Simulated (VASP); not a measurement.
Set up this calculation in VASP 6.6.1, as the native input.

| Item | Value |
| --- | --- |
| Task | single point |
| Functional | r2SCAN |
| Potentials or basis | VASP PAW PBE potentials, release 64 (Ti_sv, Al) |
| Cutoff | 520 eV |
| k mesh | 24 × 24 × 6 |
| Occupations | gaussian, width 0.15 eV |
| Spin | no spin polarisation |
| Dipole correction | no |
| Further INCAR settings | ALGO = Normal; EDIFF = 1e-06; NBANDS = 28 |

Ti3Al:

```
Ti Al
1.0
     3.00377    0.00000    0.00000
    -1.50188    2.60134    0.00000
     0.00000    0.00000    8.70350
Ti Al
3 1
Direct
  0.66667 0.33333 0.00000
  0.33333 0.66667 0.75039
  0.33333 0.66667 0.24961
  0.66667 0.33333 0.50000
```

This cell differs from its parent crystal: ratio of the length along z to the lengths across it x 0.92, volume and fractional coordinates fixed.

The input as run:

POSCAR

```
Ti3Al
1.0
    3.0037665352      0.0000000000      0.0000000000
   -1.5018832676      2.6013381265      0.0000000000
    0.0000000000      0.0000000000      8.7035021539
Ti Al
3 1
Direct
    0.6666666667      0.3333333333      0.0000000000
    0.3333333333      0.6666666667      0.7503852021
    0.3333333333      0.6666666667      0.2496147979
    0.6666666667      0.3333333333      0.5000000000
```

INCAR.step1

```
SYSTEM = Ti3Al
PREC = Accurate
ENCUT = 520
ISMEAR = 0
SIGMA = 0.15
LREAL = .False.
LASPH = .True.
NELM = 80
NBANDS = 28
GGA = PE
ALGO = Normal
EDIFF = 1E-4
LWAVE = .True.
LCHARG = .False.
```

INCAR.step2

```
SYSTEM = Ti3Al
PREC = Accurate
ENCUT = 520
EDIFF = 1E-6
ISMEAR = 0
SIGMA = 0.15
LREAL = .False.
LASPH = .True.
NELM = 80
ALGO = Normal
ISIF = 2
LWAVE = .False.
LCHARG = .False.
METAGGA = R2SCAN
LMIXTAU = .True.
NBANDS = 28
ISTART = 1
```

KPOINTS

```
regular mesh
0
Gamma
  24 24 6
  0 0 0
```

Potentials or basis: VASP PAW PBE potentials, release 64 (Ti_sv, Al).

Run with:

```console
$ cat potpaw_PBE.64/Ti_sv/POTCAR potpaw_PBE.64/Al/POTCAR > POTCAR
$ cp INCAR.step1 INCAR
$ mpirun -np 1 vasp_std > vasp.out
$ cp INCAR.step2 INCAR
$ mpirun -np 1 vasp_std > vasp.out
```

Results of the run:

The pressure is 1.1 GPa. The largest force is 0.088 eV/Å. The band gap on the k mesh is zero (an odd number of electrons rules out a gap without spin polarisation).

Caveat: the PAW data sets were made with another functional, which shifts forces and pressure a little.

Wall time 37 min on 1 thread of Intel Xeon 8259CL (shared host), peak memory 0.49 GiB.
